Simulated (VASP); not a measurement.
# CdS: single point with RPBE+D3(BJ)+U

CdS:

```xyz
2
Lattice="0.0000 2.7532 2.7532 2.7532 0.0000 2.7532 2.7532 2.7532 0.0000" Properties=species:S:1:pos:R:3 pbc="T T T"
Cd    0.0000    0.0000    0.0000
S     2.7532    2.7532    2.7532
```

```
Program                : VASP 6.6.1
Task                   : single point
Functional             : RPBE
Dispersion             : D3(BJ)
Potentials or basis    : VASP PAW PBE potentials, release 64 (Cd_sv_GW, S)
Cutoff                 : 630 eV
k mesh                 : 4 × 4 × 4
Occupations            : gaussian, width 0.1 eV
Spin                   : no spin polarisation
Hubbard terms          : Cd d U = 3.5 eV
Dipole correction      : no
Further INCAR settings : ALGO = Normal; EDIFF = 1e-06; NBANDS = 20
```

```yaml
Pressure: -13.1 GPa
Band_gap_on_the_k_mesh: 0.54 eV (least direct gap 1.73 eV)
Dispersion_energy_per_atom: -1.461 eV
```

Levels at points of the mesh, in eV from the valence-band top:
```tsv
k point	band 11	band 12	band 13	band 14	band 15	band 16
(0.00, 0.00, 0.00)	-0.59	-0.59	-0.59	1.14	9.25	9.25
(0.50, 0.00, 0.00)	-4.69	0.00	0.00	3.76	6.14	6.14
(0.50, 0.50, 0.00)	-3.94	-1.92	-1.92	0.54	6.11	9.97
```

Eigenvalues of the final occupation matrices:
| site | spin | trace | eigenvalues |
| --- | --- | --- | --- |
| site 1 d | 1 | 4.66 | 0.93 0.93 0.93 0.94 0.94 |
| site 1 d | 2 | 4.66 | 0.93 0.93 0.93 0.94 0.94 |

Run time: 13 s on 1 thread of AMD EPYC 7R13 Processor (Zen 3), with other jobs on the host, peak memory 0.16 GiB.

Caveat: the k points lie up to 0.49 Å⁻¹ apart; three body term missing; the dispersion term is far too large for a dense solid, which distorts pressure and volume; semilocal functionals underestimate gaps, and a narrow one can read as zero; the PAW data sets were made with another functional, which shifts forces and pressure a little. A k mesh can miss the band edges.
